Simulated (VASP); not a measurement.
# Li3Ta2O (P-3m1) in VASP: further runs

Runs on Li3Ta2O. Level: PBE. Tasks: single point, relaxation of cell and atoms.

Program: VASP 6.6.1. These are calculated values, not measurements. Logs are shortened: lines on timing, memory, paths and dates and some standing lists are left out, and cuts for length are marked.

**1. The cell of the first run**

Symmetry: P-3m1, No. 164, trigonal system. Conventional cell: a = 3.372 Å, b = 3.372 Å, c = 8.290 Å, α = 90.00°, β = 90.00°, γ = 120.00°. Within 3.2 Å of Li (site symmetry -3m) lie 6 Ta at 2.42 Å. Li (site symmetry 3m) has 3 O at 2.32 Å and 3 Ta at 2.43 Å and 3 Li at 3.18 Å within 3.2 Å. Within 3.2 Å of Ta (site symmetry 3m) lie 6 Li at 2.42 to 2.43 Å. O (site symmetry -3m) has 6 Li at 2.32 Å within 3.1 Å.

The cell was generated, and may not be a known phase.

**2. Single point, PBE**

Contents of INCAR:

```
ALGO     = Normal         # electronic algorithm
EDIFF    = 1E-7           # SCF threshold, eV
ENCUT    = 520            # plane-wave cutoff, eV
GGA      = PE             # functional
ISIF     = 2              # what is computed and relaxed
ISMEAR   = 0              # smearing method
LASPH    = T              # aspherical terms in the spheres
LCHARG   = T              # write CHGCAR
LELF     = T              # ELF
LREAL    = F              # projectors in reciprocal space
LVHAR    = T            
LWAVE    = F              # write WAVECAR
NBANDS   = 28             # bands
NELM     = 100            # most SCF steps
PREC     = Accurate       # precision mode
SIGMA    = 0.1            # smearing width, eV
```

Contents of KPOINTS:

```
k-points
0
Gamma
  6 6 2
```

Contents of POSCAR:

```
Li3Ta2O
1.0
    3.3720824200      0.0000000000      0.0000000000
   -1.6860412100      2.9203090400      0.0000000000
    0.0000000000      0.0000000000      8.2895669900
Li Ta O
3 2 1
Direct
    0.0000000000      0.0000000000      0.5000000000
    0.3333333300      0.6666666700      0.1513343600
    0.6666666700      0.3333333300      0.8486656400
    0.3333333300      0.6666666700      0.6738277100
    0.6666666700      0.3333333300      0.3261722900
    0.0000000000      0.0000000000      0.0000000000
```

Potentials or basis: VASP PAW PBE potentials, release 64 (Li_sv, Ta_pv, O).

On the command line:

```bash
$ cat potpaw_PBE.64/Li_sv/POTCAR potpaw_PBE.64/Ta_pv/POTCAR potpaw_PBE.64/O/POTCAR > POTCAR
$ mpirun -np 1 vasp_std > vasp.out
```

OUTCAR:

```text
EDIFF = 1E-7
   ENCUT = 520
   GGA = PE
   ISIF = 2
   ISMEAR = 0
   LASPH = T
   LREAL = F
   NELM = 100
   PREC = Accurate

 ion  position               nearest neighbor table
   1  0.000  0.000  0.500-   4 2.42   5 2.42   5 2.42   4 2.42   5 2.42   4 2.42
   2  0.333  0.667  0.151-   5 2.43   5 2.43   5 2.43
   3  0.667  0.333  0.849-   4 2.43   4 2.43   4 2.43
   4  0.333  0.667  0.674-   1 2.42   1 2.42   1 2.42   3 2.43   3 2.43   3 2.43   5 3.48   5 3.48
                             5 3.48
   5  0.667  0.333  0.326-   1 2.42   1 2.42   1 2.42   2 2.43   2 2.43   2 2.43   4 3.48   4 3.48
                             4 3.48
   6  0.000  0.000  0.000-

  LATTYP: Found a hexagonal cell.
 ALAT       =     3.3720824200
 C/A-ratio  =     2.4582931131

  Lattice vectors:

 A1 = (   3.3720824200,   0.0000000000,   0.0000000000)
 A2 = (  -1.6860412100,   2.9203090400,   0.0000000000)
 A3 = (   0.0000000000,   0.0000000000,   8.2895669900)

Analysis of symmetry for initial positions (statically):
=====================================================================
 Subroutine PRICEL returns:
 Original cell was already a primitive cell.

 Routine SETGRP: Setting up the symmetry group for a
 hexagonal supercell.

 Subroutine GETGRP returns: Found 12 space group operations
 (whereof 12 operations were pure point group operations)
 out of a pool of 24 trial point group operations.

The static configuration has the point symmetry D_3d.

Analysis of symmetry for dynamics (positions and initial velocities):
=====================================================================
 Subroutine PRICEL returns:
 Original cell was already a primitive cell.

 Routine SETGRP: Setting up the symmetry group for a
 hexagonal supercell.

 Subroutine GETGRP returns: Found 12 space group operations
 (whereof 12 operations were pure point group operations)
 out of a pool of 24 trial point group operations.

The dynamic configuration has the point symmetry D_3d.

 Subroutine INISYM returns: Found 12 space group operations
 (whereof 12 operations are pure point group operations),
 and found     1 'primitive' translations

----------------------------------------------------------------------------------------

                                     Primitive cell

  volume of cell :      81.6317

  direct lattice vectors                    reciprocal lattice vectors
     3.372082420  0.000000000  0.000000000     0.296552657  0.171214756  0.000000000
    -1.686041210  2.920309040  0.000000000     0.000000000  0.342429512  0.000000000
     0.000000000  0.000000000  8.289566990     0.000000000  0.000000000  0.120633563

  length of vectors
     3.372082420  3.372082421  8.289566990     0.342429512  0.342429512  0.120633563

  position of ions in fractional coordinates (direct lattice)
     0.000000000  0.000000000  0.500000000
     0.333333330  0.666666670  0.151334360
     0.666666670  0.333333330  0.848665640
     0.333333330  0.666666670  0.673827710
     0.666666670  0.333333330  0.326172290
     0.000000000  0.000000000  0.000000000

  ion indices of the primitive-cell ions
   primitive index   ion index
                 1           1
                 2           2
                 3           3
                 4           4
                 5           5
                 6           6

----------------------------------------------------------------------------------------

 KPOINTS: k-points

Automatic generation of k-mesh.
 Grid dimensions read from file:
 generate k-points for:    6    6    2

 Generating k-lattice:

  Cartesian coordinates                     Fractional coordinates (reciprocal lattice)
     0.049425443  0.028535793  0.000000000     0.166666667 -0.000000000  0.000000000
     0.000000000  0.057071585  0.000000000     0.000000000  0.166666667  0.000000000
     0.000000000  0.000000000  0.060316781     0.000000000  0.000000000  0.500000000

  Length of vectors
     0.057071585  0.057071585  0.060316781

  Shift w.r.t. Gamma in fractional coordinates (k-lattice)
     0.000000000  0.000000000  0.000000000

 Subroutine IBZKPT returns following result:
 ===========================================

 Found     14 irreducible k-points:

 Following reciprocal coordinates:
            Coordinates               Weight
  0.000000  0.000000  0.000000      1.000000
  0.166667 -0.000000  0.000000      6.000000
  0.333333 -0.000000  0.000000      6.000000
  0.500000 -0.000000  0.000000      3.000000
  0.166667  0.166667  0.000000      6.000000
  0.333333  0.166667  0.000000     12.000000
  0.333333  0.333333  0.000000      2.000000
  0.000000  0.000000  0.500000      1.000000
  0.166667 -0.000000  0.500000      6.000000
  0.333333 -0.000000  0.500000      6.000000
  0.500000 -0.000000  0.500000      3.000000
  0.166667  0.166667  0.500000      6.000000
  0.333333  0.166667  0.500000     12.000000
  0.333333  0.333333  0.500000      2.000000
   k-points           NKPTS =     14   k-points in BZ     NKDIM =     14   number of bands    NBANDS=     28
   number of dos      NEDOS =    301   number of ions     NIONS =      6
   total plane-waves  NPLWV =  50176
   dimension x,y,z NGX =    28 NGY =   28 NGZ =   64
   dimension x,y,z NGXF=    56 NGYF=   56 NGZF=  128
   ions per type =               3   2   1
   NGX,Y,Z   is equivalent  to a cutoff of  13.80, 13.80, 12.84 a.u.
   NGXF,Y,Z  is equivalent  to a cutoff of  27.61, 27.61, 25.67 a.u.
 SYSTEM =  unknown system
   PREC   = accura    normal or accurate (medium, high low for compatibility)
   ISTART =      0    job   : 0-new  1-cont  2-samecut
   ICHARG =      2    charge: 1-file 2-atom 10-const
   ISPIN  =      1    spin polarized calculation?
   LNONCOLLINEAR =      F non collinear calculations
   LSORBIT =      F    spin-orbit coupling
   LASPH  =      T    aspherical Exc in radial PAW
   ENCUT  =  520.0 eV  38.22 Ry    6.18 a.u.   6.27  6.27 15.41*2*pi/ulx,y,z
   NELM   =    100;   NELMIN=  2; NELMDL= -5     # of ELM steps
   EDIFF  = 0.1E-06   stopping-criterion for ELM
   LREAL  =      F    real-space projection
   EDIFFG = 0.1E-05   stopping-criterion for IOM
   NSW    =      0    number of steps for IOM
   IBRION =     -1    ionic relax: 0-MD 1-quasi-New 2-CG
   NFREE  =      0    steps in history (QN), initial steepest desc. (CG)
   ISIF   =      2    stress and relaxation
   ISYM   =      2    0-nonsym 1-usesym 2-fastsym
   POTIM  = 0.5000    time-step for ionic-motion
   TEBEG  =    0.0;   TEEND  =   0.0 temperature during run
   PSTRESS=    0.0 pullay stress
   NELECT =      37.0000    total number of electrons
   NUPDOWN=      -1.0000    fix difference up-down
   EMIN   =  10.00;   EMAX   =-10.00  energy-range for DOS
   EFERMI =   0.00;   METHOD = LEGACY
   ISMEAR =     0;   SIGMA  =   0.10  broadening in eV -4-tet -1-fermi 0-gaus
   EFERMI_NEDOS =   21; number of points for ismear=-14 and -15
   IALGO  =     38    algorithm
   IMIX   =      4    mixing-type and parameters
     AMIX     =   0.40;   BMIX     =  1.00
     AMIX_MAG =   1.60;   BMIX_MAG =  1.00
  volume/ion in A,a.u.               =      13.61        91.81
  Fermi-wavevector in a.u.,A,eV,Ry     =   1.257542  2.376410 21.516411  1.581412
  Thomas-Fermi vector in A             =   2.391196
   LORBIT       =      0    0 simple, 1 ext, 2 COOP (PROOUT), +10 PAW based schemes
   GGA     = PE    functional components
   LHFCALC =     F    Hartree Fock is set to
   AEXX    =    0.0000 exact exchange contribution
   IVDW    =     0    specifies the selected vdW correction
   LEPSILON=     F    determine dielectric tensor
   LRPA    =     F    only Hartree local field effects (RPA)
 non-spin polarized calculation
 Gauss-broadening in eV      SIGMA  =   0.10
  energy-cutoff  :      520.00
  volume of cell :       81.63
 maximum number of plane-waves:      2227
 NGX is ok and might be reduce to    28
   NGX = 13   NGY = 13   NGZ = 31

 number of electron      37.0000002 magnetization

 Free energy of the ion-electron system (eV)
  ---------------------------------------------------
  ext. energy  EPLUGINS =         0.00000000
  ---------------------------------------------------
  free energy    TOTEN  =       -29.52048534 eV

  energy without entropy =      -29.50427664  energy(sigma->0) =      -29.51238099

 E-fermi :   3.4267     XC(G=0): -10.5349

 val. band max:        3.3845793366   @ k =   0.3333   0.1667   0.5000
 cond. band min:       3.4576358109   @ k =   0.5000  -0.0000   0.5000
 fundamental gap:      0.0730564744
 Fermi energy:         3.4267046611

 k-point     1 :       0.0000    0.0000    0.0000
  band No.  band energies     occupation
      1     -41.9046      2.00000
      2     -41.8981      2.00000
      3     -41.1327      2.00000
      4     -31.3148      2.00000
      5     -31.2259      2.00000
      6     -30.8901      2.00000
[... 20 lines left out ...]
     27      10.2743      0.00000
     28      11.2913      0.00000

 k-point     2 :       0.1667   -0.0000    0.0000
  band No.  band energies     occupation
      1     -41.9030      2.00000
      2     -41.8974      2.00000
      3     -41.1315      2.00000
      4     -31.3076      2.00000
      5     -31.2272      2.00000
      6     -30.9453      2.00000
[... 20 lines left out ...]
     27      10.9521      0.00000
     28      11.6530      0.00000

 k-point     3 :       0.3333   -0.0000    0.0000
  band No.  band energies     occupation
      1     -41.8998      2.00000
      2     -41.8962      2.00000
      3     -41.1292      2.00000
      4     -31.2910      2.00000
      5     -31.2337      2.00000
      6     -31.0490      2.00000
[... 306 lines left out ...]
      3     -41.1280      2.00000
      4     -31.2782      2.00000
      5     -31.2425      2.00000
      6     -31.0717      2.00000
[... 20 lines left out ...]
     27       8.1340      0.00000
     28       9.3463      0.00000

 k-point    14 :       0.3333    0.3333    0.5000
  band No.  band energies     occupation
      1     -41.8963      2.00000
      2     -41.8963      2.00000
      3     -41.1274      2.00000
      4     -31.2592      2.00000
      5     -31.2592      2.00000
      6     -31.0417      2.00000
[... 20 lines left out ...]
     27       9.0257      0.00000
     28       9.5342      0.00000

------------------------ aborting loop because EDIFF is reached ----------------------------------------

  FORCE on cell =-STRESS in cart. coord.  units (eV):
  Direction    XX          YY          ZZ          XY          YZ          ZX
  --------------------------------------------------------------------------------------
  -------------------------------------------------------------------------------------
  Total       -0.9616248     -0.9616248      3.0208975     -0.0000000      0.0000000      0.0000000
  in kB      -18.8737145    -18.8737145     59.2908578     -0.0000000      0.0000000      0.0000000
  external PRESSURE =       7.1811429 kB  Pullay stress =       0.0000000 kB

 VOLUME and BASIS-vectors are now :
 -----------------------------------------------------------------------------
  energy-cutoff  :      520.00
  volume of cell :       81.63
      direct lattice vectors                 reciprocal lattice vectors
     3.372082420  0.000000000  0.000000000     0.296552657  0.171214756  0.000000000
    -1.686041210  2.920309040  0.000000000     0.000000000  0.342429512  0.000000000
     0.000000000  0.000000000  8.289566990     0.000000000  0.000000000  0.120633563

 POSITION                                       TOTAL-FORCE (eV/Angst)
 -----------------------------------------------------------------------------------
      0.00000      0.00000      4.14478         0.000000      0.000000      0.000000
     -0.00000      1.94687      1.25450         0.000000      0.000000     -4.458626
      1.68604      0.97344      7.03507        -0.000000     -0.000000      4.458626
     -0.00000      1.94687      5.58574         0.000000      0.000000     -1.702410
      1.68604      0.97344      2.70383         0.000000     -0.000000      1.702410
      0.00000      0.00000      0.00000         0.000000      0.000000      0.000000
 -----------------------------------------------------------------------------------
    total drift:                               -0.000000      0.000000      0.000000

  FREE ENERGIE OF THE ION-ELECTRON SYSTEM (eV)
  ---------------------------------------------------
  free  energy   TOTEN  =       -29.5204853375 eV

  energy  without entropy=      -29.5042766412  energy(sigma->0) =      -29.51238099
```

Run time: 39 s. Hardware: 1 thread of Intel Xeon 8259CL, shared host; peak memory 0.22 GiB.

What came out:

| Item | Value |
| --- | --- |
| Free energy | -29.5205 eV |
| Largest force | 4.459 eV/Å |
| Band gap on the k mesh | zero (an odd number of electrons rules out a gap without spin polarisation) |

Forces on the atoms (eV/Å):
```
Li   0.000  0.000  0.000
Li   0.000  0.000 -4.459
Li   0.000  0.000  4.459
Ta   0.000  0.000 -1.702
Ta   0.000  0.000  1.702
O    0.000  0.000  0.000
```

Caveat: the k points lie up to 0.38 Å⁻¹ apart, too coarse for converged energies and pressures of a metal; the cutoff is under 1.25 times the usual one of these potentials, so pressure, stress and relaxed cells hold a basis-set (Pulay) error; spin-orbit coupling is left out, which moves the levels of the heavy elements; an odd number of electrons without spin polarisation forces a metal; a magnetic or distorted state may lie lower.

**3. Single point, PBE**

This run uses another cell than the first one, of 14.78 Å³/atom.

Contents of INCAR:

```
PREC = Accurate ; ENCUT = 520
EDIFF = 1E-6 ; ISMEAR = 0
SIGMA = 0.1 ; LREAL = F
LASPH = T ; NELM = 60
ALGO = Normal ; ISIF = 2
LWAVE = F ; LCHARG = F
GGA = PE ; NBANDS = 28
```

Contents of KPOINTS:

```
regular mesh
0
Gamma
  6 6 2
```

Contents of POSCAR:

```
Li3Ta2O
1.0
    2.8375424247      0.0000000000      0.0000000000
   -1.4187712124      2.4573838241      0.0000000000
    0.0000000000      0.0000000000     12.7160935518
Li Ta O
3 2 1
Direct
    0.0000000000      0.0000000000      0.5000000000
    0.3333333333      0.6666666667      0.0665548559
    0.6666666667      0.3333333333      0.9334451441
    0.3333333333      0.6666666667      0.7044589139
    0.6666666667      0.3333333333      0.2955410861
    0.0000000000      0.0000000000      0.0000000000
```

Potentials or basis: VASP PAW PBE potentials, release 64 (Li_sv, Ta_pv, O).

On the command line:

```bash
$ cat potpaw_PBE.64/Li_sv/POTCAR potpaw_PBE.64/Ta_pv/POTCAR potpaw_PBE.64/O/POTCAR > POTCAR
$ mpirun -np 1 vasp_std > vasp.out
```

Run time: 44 s. Hardware: 1 thread of Intel Xeon 8259CL, shared host; peak memory 0.23 GiB.

The run converged. Its results:

```
Free energy            : -36.1085 eV
Largest force          : 0.043 eV/Å
Band gap on the k mesh : zero (an odd number of electrons rules out a gap without spin polarisation)
```

Forces in eV/Å, atoms in the order of the input:
```
Li   0.000  0.000  0.000
Li   0.000  0.000  0.043
Li   0.000  0.000 -0.043
Ta   0.000  0.000 -0.022
Ta   0.000  0.000  0.022
O    0.000  0.000  0.000
```

Levels at points of the mesh, in eV from the Fermi level:
```csv
k point,band 14,band 15,band 16,band 17,band 18,band 19,band 20,band 21,band 22,band 23
"(0.00, 0.00, 0.00)",-2.49,-1.06,-0.95,0.15,0.15,0.54,0.93,0.93,0.94,0.94
"(0.50, 0.00, 0.00)",-2.14,-1.97,-1.27,-0.81,0.14,1.10,2.19,2.21,3.05,3.10
"(0.00, 0.00, 0.50)",-2.49,-1.36,-0.45,0.15,0.15,0.32,0.93,0.93,0.94,0.94
"(0.50, 0.00, 0.50)",-2.07,-2.06,-1.25,-0.81,0.12,1.24,2.04,2.26,3.05,3.10
```

Caveat: the k points lie up to 0.43 Å⁻¹ apart, too coarse for converged energies and pressures of a metal; the cutoff is under 1.25 times the usual one of these potentials, so pressure, stress and relaxed cells hold a basis-set (Pulay) error; spin-orbit coupling is left out, which moves the levels of the heavy elements; an odd number of electrons without spin polarisation forces a metal; a magnetic or distorted state may lie lower.

[end of part 1 of 2]

The gap in the log of VASP goes by the Fermi energy; the results here count the filled bands.